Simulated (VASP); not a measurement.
# SnO (Cmce) in VASP: single point with r2SCAN

Aim: the single point of SnO with r2SCAN.

Program: VASP 6.6.1. These are calculated values, not measurements. Logs are shortened: lines on timing, memory, paths and dates and some standing lists are left out, and cuts for length are marked.

**1. The cell of the first run**

Symmetry: Cmce, No. 64, orthorhombic system. The conventional cell has a = 5.383 Å, b = 5.385 Å, c = 9.848 Å, α = 90.00°, β = 90.00°, γ = 90.00°. Sn (site symmetry m) has 4 O at 2.22 Å within 2.9 Å. O (site symmetry 2) has 4 Sn at 2.22 Å and 4 O at 2.69 Å within 2.9 Å.

**2. Single point, r2SCAN**

Input file POSCAR:

```
SnO
1.0
    2.6914999983     -2.6923460577      0.0000000000
    2.6914999983      2.6923460577      0.0000000000
    0.0000000000      0.0000000000      9.8479815939
Sn O
4 4
Direct
    0.0019888907     -0.0019888907     -0.0049605630
   -0.0019888907      0.0019888907      0.4950394370
    0.4980129145      0.5019870855      0.2619618579
    0.5019870855      0.4980129145      0.7619618579
    0.9980467543      0.5019370852      0.3784993526
    0.0019532457      0.4980629148      0.8784993526
    0.4980629148      0.0019532457      0.3784993526
    0.5019370852      0.9980467543      0.8784993526
```

Input file INCAR.step1:

```
SYSTEM = SnO
PREC = Accurate ; ENCUT = 520
ISMEAR = 0 ; SIGMA = 0.1
LREAL = .False. ; LASPH = .True.
NELM = 100 ; NBANDS = 50
GGA = PE ; ALGO = Normal
EDIFF = 1E-4 ; LWAVE = .True.
LCHARG = .False.
```

Input file INCAR.step2:

```
SYSTEM = SnO
PREC = Accurate ; ENCUT = 520
EDIFF = 1E-6 ; ISMEAR = 0
SIGMA = 0.1 ; LREAL = .False.
LASPH = .True. ; NELM = 100
ALGO = Normal ; ISIF = 2
LWAVE = .False. ; LCHARG = .True.
METAGGA = R2SCAN ; LMIXTAU = .True.
LELF = .True. ; LVHAR = .True.
NBANDS = 50 ; ISTART = 1
```

Input file KPOINTS:

```
Automatic mesh
0
Gamma
  6 6 2
  0 0 0
```

Potentials or basis: VASP PAW PBE potentials, release 64 (Sn_d, O).

On the command line:

```bash
$ cat potpaw_PBE.64/Sn_d/POTCAR potpaw_PBE.64/O/POTCAR > POTCAR
$ cp INCAR.step1 INCAR
$ mpirun -np 1 vasp_std > vasp.out
$ cp INCAR.step2 INCAR
$ mpirun -np 1 vasp_std > vasp.out
```

OUTCAR:

```text
SYSTEM = SnO
   PREC = Accurate
   ENCUT = 520
   EDIFF = 1E-6
   ISMEAR = 0
   LREAL = .False.
   LASPH = .True.
   NELM = 100
   ISIF = 2
   METAGGA = R2SCAN
   ISTART = 1

 ion  position               nearest neighbor table
   1  0.002  0.998  0.995-   6 2.22   8 2.22   6 2.22   8 2.22   4 3.54   4 3.54   4 3.54   4 3.54
                             3 3.75
   2  0.998  0.002  0.495-   5 2.22   7 2.22   7 2.22   5 2.22   3 3.54   3 3.54   3 3.54   3 3.54
                             4 3.75
   3  0.498  0.502  0.262-   5 2.22   7 2.22   5 2.22   7 2.22   2 3.54   2 3.54   2 3.54   2 3.54
                             1 3.75
   4  0.502  0.498  0.762-   6 2.22   8 2.22   8 2.22   6 2.22   1 3.54   1 3.54   1 3.54   1 3.54
                             2 3.75
   5  0.998  0.502  0.378-   2 2.22   3 2.22   3 2.22   2 2.22
   6  0.002  0.498  0.878-   1 2.22   4 2.22   4 2.22   1 2.22
   7  0.498  0.002  0.378-   2 2.22   3 2.22   3 2.22   2 2.22
   8  0.502  0.998  0.878-   1 2.22   4 2.22   4 2.22   1 2.22

  LATTYP: Found a base centered orthorhombic cell.
 ALAT       =     5.3829999966
 B/A-ratio  =     1.0003143449
 C/A-ratio  =     1.8294597065

  Lattice vectors:

 A1 = (   2.6914999983,  -2.6923460577,   0.0000000000)
 A2 = (   2.6914999983,   2.6923460577,   0.0000000000)
 A3 = (   0.0000000000,   0.0000000000,   9.8479815939)

Analysis of symmetry for initial positions (statically):
=====================================================================
 Subroutine PRICEL returns:
 Original cell was already a primitive cell.

 Routine SETGRP: Setting up the symmetry group for a
 base centered orthorhombic supercell.

 Subroutine GETGRP returns: Found  4 space group operations
 (whereof  2 operations were pure point group operations)
 out of a pool of  8 trial point group operations.

The static configuration has the point symmetry C_1h.
 The point group associated with its full space group is C_2v.

Analysis of symmetry for dynamics (positions and initial velocities):
=====================================================================
 Subroutine PRICEL returns:
 Original cell was already a primitive cell.

 Routine SETGRP: Setting up the symmetry group for a
 base centered orthorhombic supercell.

 Subroutine GETGRP returns: Found  4 space group operations
 (whereof  2 operations were pure point group operations)
 out of a pool of  8 trial point group operations.

The dynamic configuration has the point symmetry C_1h.
 The point group associated with its full space group is C_2v.

 Subroutine INISYM returns: Found  4 space group operations
 (whereof  2 operations are pure point group operations),
 and found     1 'primitive' translations

----------------------------------------------------------------------------------------

                                     Primitive cell

  volume of cell :     142.7258

  direct lattice vectors                    reciprocal lattice vectors
     2.691499998 -2.692346058  0.000000000     0.185770017 -0.185711639  0.000000000
     2.691499998  2.692346058  0.000000000     0.185770017  0.185711639  0.000000000
     0.000000000  0.000000000  9.847981594     0.000000000  0.000000000  0.101543650

  length of vectors
     3.806954102  3.806954102  9.847981594     0.262677201  0.262677201  0.101543650

  position of ions in fractional coordinates (direct lattice)
     0.001988891  0.998011109  0.995039437
     0.998011109  0.001988891  0.495039437
     0.498012915  0.501987085  0.261961858
     0.501987085  0.498012915  0.761961858
     0.998046754  0.501937085  0.378499353
     0.001953246  0.498062915  0.878499353
     0.498062915  0.001953246  0.378499353
     0.501937085  0.998046754  0.878499353

  ion indices of the primitive-cell ions
   primitive index   ion index
                 1           1
                 2           2
                 3           3
                 4           4
                 5           5
                 6           6
                 7           7
                 8           8

----------------------------------------------------------------------------------------

 KPOINTS: Automatic mesh

Automatic generation of k-mesh.
 Grid dimensions read from file:
 generate k-points for:    6    6    2

 Generating k-lattice:

  Cartesian coordinates                     Fractional coordinates (reciprocal lattice)
     0.030961669 -0.030951940  0.000000000     0.166666667  0.000000000  0.000000000
     0.030961669  0.030951940  0.000000000     0.000000000  0.166666667  0.000000000
     0.000000000  0.000000000  0.050771825     0.000000000  0.000000000  0.500000000

  Length of vectors
     0.043779534  0.043779534  0.050771825

  Shift w.r.t. Gamma in fractional coordinates (k-lattice)
     0.000000000  0.000000000  0.000000000

 Subroutine IBZKPT returns following result:
 ===========================================

 Found     26 irreducible k-points:

 Following reciprocal coordinates:
            Coordinates               Weight
  0.000000  0.000000  0.000000      1.000000
  0.166667  0.000000  0.000000      4.000000
  0.333333  0.000000  0.000000      4.000000
  0.500000 -0.000000  0.000000      2.000000
  0.166667  0.166667  0.000000      2.000000
  0.333333  0.166667  0.000000      4.000000
[... 16 lines left out ...]
  0.333333  0.333333  0.500000      2.000000
  0.500000  0.333333  0.500000      4.000000
 [... further k-points ...]
   k-points           NKPTS =     26   k-points in BZ     NKDIM =     26   number of bands    NBANDS=     50
   number of dos      NEDOS =    301   number of ions     NIONS =      8
   total plane-waves  NPLWV =  62720
   dimension x,y,z NGX =    28 NGY =   28 NGZ =   80
   dimension x,y,z NGXF=    56 NGYF=   56 NGZF=  160
   ions per type =               4   4
   NGX,Y,Z   is equivalent  to a cutoff of  12.23, 12.23, 13.50 a.u.
   NGXF,Y,Z  is equivalent  to a cutoff of  24.45, 24.45, 27.01 a.u.
 SYSTEM =  SnO
   PREC   = accura    normal or accurate (medium, high low for compatibility)
   ISTART =      1    job   : 0-new  1-cont  2-samecut
   ICHARG =      0    charge: 1-file 2-atom 10-const
   ISPIN  =      1    spin polarized calculation?
   LNONCOLLINEAR =      F non collinear calculations
   LSORBIT =      F    spin-orbit coupling
   LASPH  =      T    aspherical Exc in radial PAW
   ENCUT  =  520.0 eV  38.22 Ry    6.18 a.u.   7.08  7.08 18.31*2*pi/ulx,y,z
   NELM   =    100;   NELMIN=  2; NELMDL=  0     # of ELM steps
   EDIFF  = 0.1E-05   stopping-criterion for ELM
   LREAL  =      F    real-space projection
   EDIFFG = 0.1E-04   stopping-criterion for IOM
   NSW    =      0    number of steps for IOM
   IBRION =     -1    ionic relax: 0-MD 1-quasi-New 2-CG
   NFREE  =      0    steps in history (QN), initial steepest desc. (CG)
   ISIF   =      2    stress and relaxation
   ISYM   =      2    0-nonsym 1-usesym 2-fastsym
   POTIM  = 0.5000    time-step for ionic-motion
   TEBEG  =    0.0;   TEEND  =   0.0 temperature during run
   PSTRESS=    0.0 pullay stress
   NELECT =      80.0000    total number of electrons
   NUPDOWN=      -1.0000    fix difference up-down
   EMIN   =  10.00;   EMAX   =-10.00  energy-range for DOS
   EFERMI =   0.00;   METHOD = LEGACY
   ISMEAR =     0;   SIGMA  =   0.10  broadening in eV -4-tet -1-fermi 0-gaus
   EFERMI_NEDOS =   21; number of points for ismear=-14 and -15
   IALGO  =     38    algorithm
   IMIX   =      4    mixing-type and parameters
     AMIX     =   0.40;   BMIX     =  1.00
     AMIX_MAG =   1.60;   BMIX_MAG =  1.00
  volume/ion in A,a.u.               =      17.84       120.40
  Fermi-wavevector in a.u.,A,eV,Ry     =   1.349804  2.550759 24.789413  1.821970
  Thomas-Fermi vector in A             =   2.477361
   LORBIT       =      0    0 simple, 1 ext, 2 COOP (PROOUT), +10 PAW based schemes
   METAGGA = R2SCAN    functional components
   LHFCALC =     F    Hartree Fock is set to
   AEXX    =    0.0000 exact exchange contribution
   IVDW    =     0    specifies the selected vdW correction
   LEPSILON=     F    determine dielectric tensor
   LRPA    =     F    only Hartree local field effects (RPA)
 non-spin polarized calculation
 Gauss-broadening in eV      SIGMA  =   0.10
  energy-cutoff  :      520.00
  volume of cell :      142.73
 maximum number of plane-waves:      3866
   NGX = 15   NGY = 15   NGZ = 37

 number of electron      79.9999988 magnetization

 Free energy of the ion-electron system (eV)
  ---------------------------------------------------
  ext. energy  EPLUGINS =         0.00000000
  ---------------------------------------------------
  free energy    TOTEN  =      -133.80667115 eV

  energy without entropy =     -133.80655461  energy(sigma->0) =     -133.80661288

 E-fermi :   7.1055     XC(G=0): -10.8149

 val. band max:        6.9428531357   @ k =   0.0000   0.0000   0.0000
 cond. band min:       7.2858136521   @ k =   0.5000   0.5000   0.0000
 fundamental gap:      0.3429605164
 Fermi energy:         7.1054999626

 k-point     1 :       0.0000    0.0000    0.0000
  band No.  band energies     occupation
      1     -15.9960      2.00000
      2     -15.9826      2.00000
      3     -15.4477      2.00000
      4     -15.4337      2.00000
      5     -15.4179      2.00000
      6     -15.4177      2.00000
[... 42 lines left out ...]
     49      12.9193      0.00000
     50      12.9219      0.00000

 k-point     2 :       0.1667    0.0000    0.0000
  band No.  band energies     occupation
      1     -15.9807      2.00000
      2     -15.9713      2.00000
      3     -15.5307      2.00000
      4     -15.5036      2.00000
      5     -15.4214      2.00000
      6     -15.4131      2.00000
[... 42 lines left out ...]
     49      12.3676      0.00000
     50      13.0817      0.00000

 k-point     3 :       0.3333    0.0000    0.0000
  band No.  band energies     occupation
      1     -15.9383      2.00000
      2     -15.9372      2.00000
      3     -15.7350      2.00000
      4     -15.7120      2.00000
      5     -15.4116      2.00000
      6     -15.4004      2.00000
[... 1102 lines left out ...]
     49      13.2773      0.00000
     50      13.2773      0.00000

 k-point    24 :       0.5000    0.3333    0.5000
  band No.  band energies     occupation
      1     -15.8977      2.00000
      2     -15.8977      2.00000
      3     -15.8975      2.00000
      4     -15.8975      2.00000
      5     -15.3885      2.00000
      6     -15.3885      2.00000
[... 42 lines left out ...]
     49      13.7826      0.00000
     50      13.8031      0.00000

 [... further k-points ...]

------------------------ aborting loop because EDIFF is reached ----------------------------------------

  FORCE on cell =-STRESS in cart. coord.  units (eV):
  Direction    XX          YY          ZZ          XY          YZ          ZX
  --------------------------------------------------------------------------------------
  -------------------------------------------------------------------------------------
  Total        0.5863406      0.5388191      0.4856309      0.0000000      0.0000000      0.0000000
  in kB        6.5820033      6.0485471      5.4514796      0.0000000      0.0000000      0.0000000
  external PRESSURE =       6.0273433 kB  Pullay stress =       0.0000000 kB

 VOLUME and BASIS-vectors are now :
 -----------------------------------------------------------------------------
  energy-cutoff  :      520.00
  volume of cell :      142.73
      direct lattice vectors                 reciprocal lattice vectors
     2.691499998 -2.692346058  0.000000000     0.185770017 -0.185711639  0.000000000
     2.691499998  2.692346058  0.000000000     0.185770017  0.185711639  0.000000000
     0.000000000  0.000000000  9.847981594     0.000000000  0.000000000  0.101543650

 POSITION                                       TOTAL-FORCE (eV/Angst)
 -----------------------------------------------------------------------------------
      2.69150      2.68164      9.79913        -0.000000      0.007088      0.130849
      2.69150     -2.68164      4.87514        -0.000000     -0.007088      0.130849
      2.69150      0.01070      2.57980        -0.000000     -0.006640     -0.129917
      2.69150     -0.01070      7.50379        -0.000000      0.006640     -0.129917
      4.03721     -1.33570      3.72745         0.000536     -0.004728     -0.000466
      1.34579      1.33570      8.65145        -0.000536      0.004728     -0.000466
      1.34579     -1.33570      3.72745        -0.000536     -0.004728     -0.000466
      4.03721      1.33570      8.65145         0.000536      0.004728     -0.000466
 -----------------------------------------------------------------------------------
    total drift:                               -0.000000     -0.000000      0.003258

  FREE ENERGIE OF THE ION-ELECTRON SYSTEM (eV)
  ---------------------------------------------------
  free  energy   TOTEN  =      -133.8066711535 eV

  energy  without entropy=     -133.8065546064  energy(sigma->0) =     -133.80661288
```

It took 19 min on 1 thread of AMD EPYC 7R13, shared host; peak memory 0.3 GiB.

What came out:

| Quantity | Value |
| --- | --- |
| Free energy | -133.8067 eV |
| Pressure | 0.6 GPa |
| Largest force | 0.131 eV/Å |
| Band gap on the k mesh | 0.34 eV |

Forces in eV/Å, atoms in the order of the input:
```
Sn   0.000  0.007  0.131
Sn   0.000 -0.007  0.131
Sn   0.000 -0.007 -0.130
Sn   0.000  0.007 -0.130
O    0.001 -0.005  0.000
O   -0.001  0.005  0.000
O   -0.001 -0.005  0.000
O    0.001  0.005  0.000
```

Caveat: the PAW data sets were made with another functional, which shifts forces and pressure a little; spin-orbit coupling is left out, which moves the levels of the heavy elements. A k mesh can miss the band edges.
